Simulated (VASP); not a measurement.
A run of VASP 6.6.1:

The input INCAR:

```
PREC = Accurate
ENCUT = 600
EDIFF = 1E-6
ISMEAR = 0
SIGMA = 0.01
LREAL = False
LASPH = True
NELM = 120
ALGO = Normal
ISIF = 2
LWAVE = False
LCHARG = True
GGA = PE
LELF = True
LVHAR = True
NBANDS = 11
GGA_COMPAT = False
```

Contents of KPOINTS:

```
regular mesh
0
Gamma
  2 2 2
```

The input POSCAR:

```
BN
1.0
    0.0000000000      1.7710916846      1.7710916846
    1.7710916846      0.0000000000      1.7710916846
    1.7710916846      1.7710916846      0.0000000000
B N
1 1
Direct
    0.0000000000      0.0000000000      0.0000000000
    0.2500000000      0.2500000000      0.2500000000
```

Potentials or basis: VASP PAW PBE potentials, release 64 (B, N).

Launch:

```console
$ cat potpaw_PBE.64/B/POTCAR potpaw_PBE.64/N/POTCAR > POTCAR
$ mpirun -np 1 vasp_std > vasp.out
```

Hardware: 1 thread of Intel Xeon 8259CL (shared host).

**Question.** How long does it take, and how much memory?

**Answer.** It took 3.2 s on 1 thread of Intel Xeon 8259CL, on a shared host, peak memory 0.11 GiB. Counts: scf iterations 12, k points 3.
